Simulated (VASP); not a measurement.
## TaRu: electric field gradients with LDA

Crystal: TaRu.

```
Ta Ru
1.0
     3.17634    0.00000    0.00000
     0.00000    3.17634    0.00000
     0.00000    0.00000    3.17634
Ta Ru
1 1
Direct
  0.50000 0.50000 0.50000
  0.00000 0.00000 0.00000
```

| Item | Value |
| --- | --- |
| Program | VASP 6.6.1 |
| Task | electric field gradients |
| Functional | LDA |
| Potentials or basis | VASP PAW LDA potentials, release 64 (Ta_pv, Ru_pv) |
| Cutoff | 520 eV |
| k mesh | 13 × 13 × 13 |
| Occupations | fermi-dirac, width 0.03 eV |
| Spin | no spin polarisation |
| Dipole correction | no |
| Further INCAR settings | ALGO = Normal; EDIFF = 1e-08; NBANDS = 20 |

```json
{"Pressure": "-13.3 GPa", "Band gap on the k mesh": "zero (an odd number of electrons rules out a gap without spin polarisation)", "Largest electric field gradient by atom": "zero within the noise of the run"}
```

Levels at points of the mesh, in eV from the Fermi level:
| k point | band 9 | band 10 | band 11 | band 12 | band 13 | band 14 | band 15 | band 16 |
| --- | --- | --- | --- | --- | --- | --- | --- | --- |
| (0.00, 0.00, 0.00) | -5.89 | -2.37 | -2.37 | -2.37 | 0.97 | 0.97 | 4.01 | 4.01 |

Wall time 61 s on 1 thread of AMD EPYC 7R13, with other jobs on the host, peak memory 0.14 GiB.

Caveat: the cell stands under tension; spin-orbit coupling is left out, which moves the levels of the heavy elements.
